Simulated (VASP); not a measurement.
# NaCl (I4/mmm) in VASP: single point with HSE06

Aim: the single point of NaCl with HSE06.

All numbers are computed with VASP 6.6.1; they aren't measurements. Logs are shortened: lines on timing, memory, paths and dates and some standing lists are left out, and cuts for length are marked.

## (1) The cell of the first run

It takes space group I4/mmm (No. 139, tetragonal). The conventional cell has a = 3.884 Å, b = 3.884 Å, c = 5.660 Å, α = 90.00°, β = 90.00°, γ = 90.00°. Within 3.6 Å of Na (site symmetry 4/mmm) lie 6 Cl at 2.75 to 2.83 Å. Within 3.6 Å of Cl (site symmetry 4/mmm) lie 6 Na at 2.75 to 2.83 Å.

## (2) Single point, HSE06 (epitaxial xy strain -2.0%)

Contents of POSCAR:

```
NaCl
1.0
    0.0000000000      2.7466448489      2.8297737235
    2.7466448489      0.0000000000      2.8297737235
    2.7466448489      2.7466448489      0.0000000000
Na Cl
1 1
Direct
    0.0000000000      0.0000000000      0.0000000000
    0.5000000000      0.5000000000      0.5000000000
```

Contents of INCAR.step1:

```
ALGO     = Normal         # electronic algorithm
EDIFF    = 1E-5           # SCF threshold, eV
ENCUT    = 520            # plane-wave cutoff, eV
GGA      = PE             # functional
ISIF     = 2              # what is computed and relaxed
ISMEAR   = 0              # smearing method
LASPH    = T              # aspherical terms in the spheres
LCHARG   = F              # write CHGCAR
LREAL    = F              # projectors in reciprocal space
LWAVE    = T              # write WAVECAR
NBANDS   = 14             # bands
NELM     = 60             # most SCF steps
PREC     = Accurate       # precision mode
SIGMA    = 0.01           # smearing width, eV
```

Contents of INCAR.step2:

```
ALGO     = Normal         # electronic algorithm
EDIFF    = 1E-6           # SCF threshold, eV
ENCUT    = 520            # plane-wave cutoff, eV
GGA      = PE             # functional
HFSCREEN = 0.2079         # screening, 1/A
ISIF     = 2              # what is computed and relaxed
ISMEAR   = 0              # smearing method
ISTART   = 1            
LASPH    = T              # aspherical terms in the spheres
LCHARG   = F              # write CHGCAR
LHFCALC  = T              # exact exchange
LREAL    = F              # projectors in reciprocal space
LWAVE    = F              # write WAVECAR
NBANDS   = 14             # bands
NELM     = 60             # most SCF steps
PREC     = Accurate       # precision mode
PRECFOCK = Normal       
SIGMA    = 0.01           # smearing width, eV
```

Contents of KPOINTS:

```
k-points
0
Gamma
  6 6 6
```

Potentials or basis: VASP PAW PBE potentials, release 64 (Na_pv, Cl).

Command:

```console
cat potpaw_PBE.64/Na_pv/POTCAR potpaw_PBE.64/Cl/POTCAR > POTCAR
cp INCAR.step1 INCAR
mpirun -np 1 vasp_std > vasp.out
cp INCAR.step2 INCAR
mpirun -np 1 vasp_std > vasp.out
```

OUTCAR:

```text
EDIFF = 1E-6
   ENCUT = 520
   GGA = PE
   HFSCREEN = 0.2079
   ISIF = 2
   ISMEAR = 0
   ISTART = 1
   LASPH = T
   LHFCALC = T
   LREAL = F
   NELM = 60
   PREC = Accurate
   PRECFOCK = Normal

 ion  position               nearest neighbor table
   1  0.000  0.000  0.000-
   2  0.500  0.500  0.500-

  LATTYP: Found a body centered tetragonal cell.
 ALAT       =     3.8843423963
 C/A-ratio  =     1.4570155948

  Lattice vectors:

 A1 = (  -2.7466448489,   0.0000000000,   2.8297737235)
 A2 = (   2.7466448489,   0.0000000000,   2.8297737235)
 A3 = (   0.0000000000,   2.7466448489,  -2.8297737235)

Analysis of symmetry for initial positions (statically):
=====================================================================
 Subroutine PRICEL returns:
 Original cell was already a primitive cell.

 Routine SETGRP: Setting up the symmetry group for a
 body centered tetragonal supercell.

 Subroutine GETGRP returns: Found 16 space group operations
 (whereof 16 operations were pure point group operations)
 out of a pool of 16 trial point group operations.

The static configuration has the point symmetry D_4h.

Analysis of symmetry for dynamics (positions and initial velocities):
=====================================================================
 Subroutine PRICEL returns:
 Original cell was already a primitive cell.

 Routine SETGRP: Setting up the symmetry group for a
 body centered tetragonal supercell.

 Subroutine GETGRP returns: Found 16 space group operations
 (whereof 16 operations were pure point group operations)
 out of a pool of 16 trial point group operations.

The dynamic configuration has the point symmetry D_4h.

 Subroutine INISYM returns: Found 16 space group operations
 (whereof 16 operations are pure point group operations),
 and found     1 'primitive' translations

----------------------------------------------------------------------------------------

                                     Primitive cell

  volume of cell :      42.6960

  direct lattice vectors                    reciprocal lattice vectors
     0.000000000  2.746644849  2.829773723    -0.182040281  0.182040281  0.176692573
[... 95 lines left out ...]
   TEBEG  =    0.0;   TEEND  =   0.0 temperature during run
   PSTRESS=    0.0 pullay stress
   NELECT =      14.0000    total number of electrons
   NUPDOWN=      -1.0000    fix difference up-down
   EMIN   =  10.00;   EMAX   =-10.00  energy-range for DOS
   EFERMI =   0.00;   METHOD = LEGACY
   ISMEAR =     0;   SIGMA  =   0.01  broadening in eV -4-tet -1-fermi 0-gaus
   EFERMI_NEDOS =   21; number of points for ismear=-14 and -15
   IALGO  =     38    algorithm
   IMIX   =      1    mixing-type and parameters
     AMIX     =   0.40;   BMIX     =  1.00
     AMIX_MAG =   1.60;   BMIX_MAG =  1.00
  volume/ion in A,a.u.               =      21.35       144.06
  Fermi-wavevector in a.u.,A,eV,Ry     =   1.128899  2.133311 17.339455  1.274414
  Thomas-Fermi vector in A             =   2.265591
   LORBIT       =      0    0 simple, 1 ext, 2 COOP (PROOUT), +10 PAW based schemes
   GGA     = PE    functional components
   LHFCALC =     T    Hartree Fock is set to
   PRECFOCK=normal    Normal, Fast or Accurate (Low or Medium for compatibility)
   ENCUT4O =  -1.0   cutoff for four orbital integrals eV
   NKREDX  =     1    reduce k-point grid by
   NKREDY  =     1    reduce k-point grid by
   NKREDZ  =     1    reduce k-point grid by
   AEXX    =    0.2500 exact exchange contribution
   HFSCREEN=    0.2079 screening length (either q_TF or 0.3 A-1)
   HFSCREENC=   0.2079 screening length for correlation (either q_TF or 0.3 A-1)
   ENCUTFOCK=  -1.0 apply spherical cutoff to Coloumb kernel
   IVDW    =     0    specifies the selected vdW correction
   LEPSILON=     F    determine dielectric tensor
   LRPA    =     F    only Hartree local field effects (RPA)
 non-spin polarized calculation
 Gauss-broadening in eV      SIGMA  =   0.01
  energy-cutoff  :      520.00
  volume of cell :       42.70
 maximum number of plane-waves:      1179
 NGX is ok and might be reduce to    30
  NGX = 24; NGY = 24; NGZ = 24

 number of electron      14.0000011 magnetization

 Free energy of the ion-electron system (eV)
  ---------------------------------------------------
  ext. energy  EPLUGINS =         0.00000000
  ---------------------------------------------------
  free energy    TOTEN  =        -7.86145509 eV

  energy without entropy =       -7.86145509  energy(sigma->0) =       -7.86145509

 E-fermi :  -1.3789     XC(G=0):  -6.9657

 val. band max:       -1.4204170919   @ k =   0.0000   0.0000   0.0000
 cond. band min:       5.2494779703   @ k =   0.0000   0.0000   0.0000
 fundamental gap:      6.6698950622
 Fermi energy:        -1.3788665896

 k-point     1 :       0.0000    0.0000    0.0000
  band No.  band energies     occupation
      1     -24.2218      2.00000
      2     -24.2200      2.00000
      3     -24.2200      2.00000
      4     -15.4103      2.00000
      5      -1.4418      2.00000
      6      -1.4418      2.00000
      7      -1.4204      2.00000
      8       5.2495      0.00000
      9      11.0934      0.00000
     10      11.3271      0.00000
     11      11.3271      0.00000
     12      13.4370      0.00000
     13      13.8396      0.00000
     14      15.0546      0.00000
[... 377 lines left out ...]
      1     -24.2431      2.00000
      2     -24.2322      2.00000
      3     -24.2289      2.00000
      4     -14.9379      2.00000
      5      -3.2134      2.00000
      6      -2.3565      2.00000
      7      -2.0557      2.00000
      8       8.1076      0.00000
      9       8.6729      0.00000
     10      11.0141      0.00000
     11      13.4889      0.00000
     12      14.6814      0.00000
     13      16.8300      0.00000
     14      17.8224      0.00000

 [... further k-points ...]
[... 5 lines left out ...]
  --------------------------------------------------------------------------------------
  -------------------------------------------------------------------------------------
  Total        0.5902933      0.5902933      0.1835565      0.0000000      0.0000000      0.0000000
  in kB       22.1509170     22.1509170      6.8880062      0.0000000      0.0000000      0.0000000
  external PRESSURE =      17.0632801 kB  Pullay stress =       0.0000000 kB

 VOLUME and BASIS-vectors are now :
 -----------------------------------------------------------------------------
  energy-cutoff  :      520.00
  volume of cell :       42.70
      direct lattice vectors                 reciprocal lattice vectors
     0.000000000  2.746644849  2.829773723    -0.182040281  0.182040281  0.176692573
     2.746644849  0.000000000  2.829773723     0.182040281 -0.182040281  0.176692573
     2.746644849  2.746644849  0.000000000     0.182040281  0.182040281 -0.176692573

 POSITION                                       TOTAL-FORCE (eV/Angst)
 -----------------------------------------------------------------------------------
      0.00000      0.00000      0.00000         0.000000      0.000000     -0.000000
      2.74664      2.74664      2.82977         0.000000      0.000000      0.000000
 -----------------------------------------------------------------------------------
    total drift:                                0.000000      0.000000      0.000003

  FREE ENERGIE OF THE ION-ELECTRON SYSTEM (eV)
  ---------------------------------------------------
  free  energy   TOTEN  =        -7.8614550934 eV

  energy  without entropy=       -7.8614550934  energy(sigma->0) =       -7.86145509
```

OUTCAR.step1:

```text
EDIFF = 1E-5
   ENCUT = 520
   GGA = PE
   ISIF = 2
   ISMEAR = 0
[... 631 lines left out ...]
 -----------------------------------------------------------------------------------
      0.00000      0.00000      0.00000         0.000000     -0.000000     -0.000000
      2.74664      2.74664      2.82977        -0.000000      0.000000      0.000000
 -----------------------------------------------------------------------------------
    total drift:                               -0.000000      0.000000      0.000000

  FREE ENERGIE OF THE ION-ELECTRON SYSTEM (eV)
  ---------------------------------------------------
  free  energy   TOTEN  =        -6.7504740534 eV

  energy  without entropy=       -6.7504740534  energy(sigma->0) =       -6.75047405
```

Run time: 59 min. Hardware: 1 thread of AMD EPYC 7R43 (Zen 3), shared host; peak memory 0.24 GiB.

Results:

| Item | Value |
| --- | --- |
| Free energy | -7.8615 eV |
| Pressure | 1.7 GPa |
| Band gap on the k mesh | 6.67 eV |

Levels at points of the mesh, in eV from the valence-band top:
```
           k point  band 3  band 4  band 5  band 6  band 7  band 8  band 9  band 10  band 11  band 12
(0.00, 0.00, 0.00)  -22.80  -13.99   -0.02   -0.02    0.00    6.67   12.51    12.75    12.75    14.86
(0.50, 0.00, 0.00)  -22.80  -13.57   -2.22   -0.35   -0.31    8.70   12.47    12.65    12.78    16.90
(0.50, 0.50, 0.00)  -22.81  -13.53   -1.95   -0.66   -0.66    9.15    9.44    13.06    17.08    17.08
(0.50, 0.00, 0.50)  -22.81  -13.50   -1.93   -0.79   -0.68    9.13    9.32    13.35    16.65    17.11
```

Caveat: the cell differs from its parent crystal (epitaxial xy strain -2.0%); the PAW data sets were made with another functional, which shifts forces and pressure a little.
